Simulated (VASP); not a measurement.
Write the native input for VASP 6.6.1 that does the following.

```
Task                   : single point
Functional             : r2SCAN
Potentials or basis    : VASP PAW PBE potentials, release 64 (B_h, N_h)
Cutoff                 : 1460 eV
k mesh                 : 12 × 12 × 12
Occupations            : gaussian, width 0.01 eV
Spin                   : no spin polarisation
Dipole correction      : no
Further INCAR settings : ALGO = Normal; EDIFF = 1e-06; NBANDS = 11
```

Crystal: BN.

```
CELL_PARAMETERS angstrom
-0.03213 1.77270 1.77270
1.77270 -0.03213 1.77270
1.77270 1.77270 -0.03213
ATOMIC_POSITIONS crystal
B 0.99970 0.99970 0.99970
N 0.25030 0.25030 0.25030
```

This cell differs from its parent crystal: strain along [111] -2.7%.

The input as run:

POSCAR

```
BN
1.0
   -0.0321258931      1.7726995604      1.7726995604
    1.7726995604     -0.0321258931      1.7726995604
    1.7726995604      1.7726995604     -0.0321258931
B N
1 1
Direct
   -0.0003030590     -0.0003030590     -0.0003030590
    0.2503030590      0.2503030590      0.2503030590
```

INCAR.step1

```
PREC     = Accurate       # precision mode
ENCUT    = 1460           # plane-wave cutoff, eV
ISMEAR   = 0              # smearing method
SIGMA    = 0.01           # smearing width, eV
LREAL    = False          # projectors in reciprocal space
LASPH    = True           # aspherical terms in the spheres
NELM     = 120            # most SCF steps
NBANDS   = 11             # bands
GGA      = PE             # functional
ALGO     = Normal         # electronic algorithm
EDIFF    = 1E-5           # SCF threshold, eV
LWAVE    = True           # write WAVECAR
LCHARG   = False          # write CHGCAR
GGA_COMPAT= False
```

INCAR.step2

```
PREC     = Accurate       # precision mode
ENCUT    = 1460           # plane-wave cutoff, eV
EDIFF    = 1E-6           # SCF threshold, eV
ISMEAR   = 0              # smearing method
SIGMA    = 0.01           # smearing width, eV
LREAL    = False          # projectors in reciprocal space
LASPH    = True           # aspherical terms in the spheres
NELM     = 120            # most SCF steps
ALGO     = Normal         # electronic algorithm
ISIF     = 2              # what is computed and relaxed
LWAVE    = False          # write WAVECAR
LCHARG   = False          # write CHGCAR
METAGGA  = R2SCAN         # meta-GGA
LMIXTAU  = True         
NBANDS   = 11             # bands
ISTART   = 1            
GGA_COMPAT= False
```

KPOINTS

```
regular mesh
0
Gamma
  12 12 12
```

Potentials or basis: VASP PAW PBE potentials, release 64 (B_h, N_h).

Command:

```console
$ cat potpaw_PBE.64/B_h/POTCAR potpaw_PBE.64/N_h/POTCAR > POTCAR
$ cp INCAR.step1 INCAR
$ mpirun -np 1 vasp_std > vasp.out
$ cp INCAR.step2 INCAR
$ mpirun -np 1 vasp_std > vasp.out
```

It gave:

* Pressure: 11.0 GPa
* Band gap on the k mesh: 4.91 eV (least direct gap 9.37 eV)

Caveat: the cell differs from its parent crystal (strain along [111] -2.7%); the cell stands under pressure; the PAW data sets were made with another functional, which shifts forces and pressure a little.

Wall time 7.4 min on 1 thread of AMD EPYC 7R43 64-Core Processor (Zen 3), on a shared host, peak memory 0.21 GiB.
